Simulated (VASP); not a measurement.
Write the native input for VASP 6.6.1 that does the following.

```yaml
Task: single point
Functional: PBE
Potentials_or_basis: VASP PAW PBE potentials, release 64 (Li_sv, Cl)
Cutoff: 520 eV
k_mesh: 6 × 6 × 2
Occupations: gaussian, width 0.02 eV
Spin: no spin polarisation
Dipole_correction: no
k_mesh_for_the_DOS: 9 × 9 × 3
Occupations_for_the_DOS: tetrahedron
Further_INCAR_settings: ALGO = Normal; EDIFF = 1e-06
```

LiCl:

```
Li Cl
1.0
     4.18365    0.00085   -0.12799
     2.09167    3.62712   -0.06430
     0.32359    0.00088   10.57873
Li Cl
4 4
Direct
  0.16675 0.16662 0.87463
  0.16652 0.16674 0.37431
  0.83325 0.83338 0.12537
  0.83348 0.83326 0.62569
  0.16648 0.16685 0.12498
  0.16668 0.16674 0.62511
  0.83352 0.83315 0.87502
  0.83332 0.83326 0.37489
```

These files were run (other wordings do the same):

POSCAR

```
LiCl
1.0
    4.1836455942      0.0008463633     -0.1279871282
    2.0916718885      3.6271224072     -0.0643039900
    0.3235852211      0.0008811281     10.5787278738
Li Cl
4 4
Direct
    1.1667465145      0.1666191914      0.8746317951
    0.1665194862      0.1667445817      0.3743105720
   -0.1667465145      0.8333808086      0.1253682049
    0.8334805138      0.8332554183      0.6256894280
    0.1664801618      0.1668467161      0.1249804048
    0.1666752696      0.1667374258      0.6251086657
    0.8335198382      0.8331532839      0.8750195952
    0.8333247304      0.8332625742      0.3748913343
```

INCAR.step1

```
PREC     = Accurate       # precision mode
ENCUT    = 520            # plane-wave cutoff, eV
EDIFF    = 1E-6           # SCF threshold, eV
ISMEAR   = 0              # smearing method
SIGMA    = 0.02           # smearing width, eV
LREAL    = F              # projectors in reciprocal space
LASPH    = T              # aspherical terms in the spheres
NELM     = 100            # most SCF steps
ALGO     = Normal         # electronic algorithm
ISIF     = 2              # what is computed and relaxed
LWAVE    = F              # write WAVECAR
LCHARG   = T              # write CHGCAR
GGA      = PE             # functional
NBANDS   = 30             # bands
```

KPOINTS.step1

```
Automatic mesh
0
Gamma
  6 6 2
```

INCAR.step2

```
PREC     = Accurate       # precision mode
ENCUT    = 520            # plane-wave cutoff, eV
EDIFF    = 1E-6           # SCF threshold, eV
ISMEAR   = -5             # smearing method
SIGMA    = 0.02           # smearing width, eV
LREAL    = F              # projectors in reciprocal space
LASPH    = T              # aspherical terms in the spheres
NELM     = 100            # most SCF steps
ALGO     = Normal         # electronic algorithm
ISIF     = 2              # what is computed and relaxed
LWAVE    = F              # write WAVECAR
LCHARG   = F              # write CHGCAR
GGA      = PE             # functional
LORBIT   = 10             # projections on sites
NEDOS    = 1001           # points of the DOS
ICHARG   = 11             # starting density
```

KPOINTS.step2

```
Automatic mesh
0
Gamma
  9 9 3
```

Potentials or basis: VASP PAW PBE potentials, release 64 (Li_sv, Cl).

The run is started by

```bash
$ cat potpaw_PBE.64/Li_sv/POTCAR potpaw_PBE.64/Cl/POTCAR > POTCAR
$ cp INCAR.step1 INCAR
$ cp KPOINTS.step1 KPOINTS
$ mpirun -np 1 vasp_std > vasp.out
$ cp INCAR.step2 INCAR
$ cp KPOINTS.step2 KPOINTS
$ mpirun -np 1 vasp_std > vasp.out
```

It gave:

* Valence electrons inside the program's atomic spheres: Li 2.05; Cl 5.18

It took 3.9 min on 1 thread of Intel(R) Xeon(R) Platinum 8559C (Emerald Rapids), on a shared host, peak memory 0.49 GiB.
